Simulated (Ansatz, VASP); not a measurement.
## F in VASP and in Ansatz

File INCAR:

```
SYSTEM = F
  ALGO = Normal
  EDIFF = 1E-6
  ENCUT = 520
  GGA = PS
  ISIF = 2
  ISMEAR = 0
  LASPH = .TRUE.
  LCHARG = .TRUE.
  LELF = .TRUE.
  LREAL = .FALSE.
  LVHAR = .TRUE.
  LWAVE = .FALSE.
  NBANDS = 22
  NELM = 60
  PREC = Accurate
  SIGMA = 0.05
```

File KPOINTS:

```
k-points
0
G
  4 4 2
  0 0 0
```

Contents of POSCAR:

```
F
1.0
    3.2175419438     -1.7067204697     -0.2481645919
    3.2175419438      1.7067204697     -0.2481645919
   -2.4620015671      0.0000000000      6.8526183728
F
4
Direct
    0.0848459664      0.0848459664      0.0940038325
    0.9151540336      0.9151540336      0.9059961675
    0.5015719855      0.5015719855      0.5937195244
    0.4984280145      0.4984280145      0.4062804756
```

Input for Ansatz:

```yaml
crystal:
  lattice:
    - [3.2175419438, -1.7067204697, -0.2481645919]
    - [3.2175419438, 1.7067204697, -0.2481645919]
    - [-2.4620015671, 0.0, 6.8526183728]
  atoms:
    - { symbol: F, position: [0.0848459664, 0.0848459664, 0.0940038325] }
    - { symbol: F, position: [0.9151540336, 0.9151540336, 0.9059961675] }
    - { symbol: F, position: [0.5015719855, 0.5015719855, 0.5937195244] }
    - { symbol: F, position: [0.4984280145, 0.4984280145, 0.4062804756] }
basis:
  ecutwfc: 520.0
kpoints:
  mp_grid: { grid: [4, 4, 2] }
hamiltonian:
  xc: pbesol
scf:
  occupations: { method: gaussian, width: 0.05 }
output:
  forces: true
  stress: true
  eigenvalues: true
```

Change from the starting cell: volume 18.294 Å^3 an atom, stretch along a over the lengths across it, relative to the relaxed cell 1.0835.

Alike in both runs: task single point; functional PBEsol; k mesh 4 × 4 × 2; occupations gaussian, width 0.05 eV; no spin polarisation.

```csv
,VASP,Ansatz
version,VASP 6.6.1,Ansatz 0.2.0
potentials or method,"VASP PAW PBE potentials, release 64 (F), cutoff 520 eV","scalar-relativistic, plane waves, PAW"
valence electrons in the cell,28,28
```

```tsv
	VASP	Ansatz	Ansatz less VASP
gap on the k mesh at the Fermi level (eV)	3.56	3.65	+0.092
least direct gap on the mesh (eV)	3.67	3.76	+0.092
pressure (GPa)	4.3	3.8	-0.55
traceless stress, the component that is largest in VASP (GPa)	7.33	5.66	-1.672
rms of the force components (eV/Å)	1.368	1.056	-0.3121
```

VASP's potentials were made for PBE, not for PBEsol. Atom by atom the forces differ by 0.312 eV/Å (rms over components). With one functional, cell and mesh, what is left measures potentials, basis and numerics.

The k mesh is coarse, so the values compare programs but aren't converged.
